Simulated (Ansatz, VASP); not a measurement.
# MgB2 in VASP and in Ansatz

Contents of INCAR:

```
SYSTEM = MgB2
ALGO = Normal ; EDIFF = 1E-8
ENCUT = 520 ; ISIF = 2
ISMEAR = -1 ; LASPH = .TRUE.
LCHARG = .FALSE. ; LEFG = .TRUE.
LREAL = .FALSE. ; LWAVE = .FALSE.
NBANDS = 11 ; NELM = 100
PREC = Accurate ; SIGMA = 0.05
```

KPOINTS

```
k-points
0
G
  12 12 9
  0 0 0
```

Contents of POSCAR:

```
MgB2
1.0
    3.1255974756      0.0000000000      0.0000000000
   -1.5627987378      2.7068468159      0.0000000000
    0.0000000000      0.0000000000      3.5693605797
Mg B
1 2
Direct
    0.0000000000      0.0000000000      0.0000000000
    0.3333333333      0.6666666667      0.5000000000
    0.6666666667      0.3333333333      0.5000000000
```

Input for Ansatz:

```yaml
crystal:
  lattice:
    - [3.1255974756, 0.0, 0.0]
    - [-1.5627987378, 2.7068468159, 0.0]
    - [0.0, 0.0, 3.5693605797]
  atoms:
    - { symbol: Mg, position: [0.0, 0.0, 0.0] }
    - { symbol: B, position: [0.3333333333, 0.6666666667, 0.5] }
    - { symbol: B, position: [0.6666666667, 0.3333333333, 0.5] }
kpoints:
  mp_grid: { grid: [12, 12, 9] }
scf:
  occupations: { method: fermi_dirac, width: 0.05 }
hamiltonian:
  xc: lda
  pseudopotentials: { kind: paw }
output:
  forces: true
  stress: true
  eigenvalues: true
  efg: { contact_densities: true }
```

Change from the starting cell: volume scaled by 1.04, PAW files.

Alike in both runs: task electric field gradients; functional LDA; k mesh 12 × 12 × 9; occupations fermi-dirac, width 0.05 eV; no spin polarisation.

|  | VASP | Ansatz |
| --- | --- | --- |
| version | VASP 6.6.1 | Ansatz 0.2.0 |
| potentials or method | VASP PAW LDA potentials, release 64 (Mg, B) | PAW with Ansatz's default frozen-core files, scalar-relativistic |
| plane-wave cutoff (eV) | 520 | 420 |
| valence electrons in the cell | 8 | 16 |

|  | VASP | Ansatz | Ansatz less VASP |
| --- | --- | --- | --- |
| pressure (GPa) | -13.1 | -12.6 | +0.57 |
| traceless stress, the component that is largest in VASP (GPa) | 2.27 | 2.36 | +0.084 |
| size of Vzz on the site where it differs most (V/Å²) | 19.8 | 17.5 | -2.26 |

LDA's correlation is that of Perdew and Zunger in VASP and of Perdew and Wang (1992) in Ansatz. VASP's potentials hold 8 valence electrons a cell and Ansatz's 16, so a difference there can come from the potentials and not from the codes.
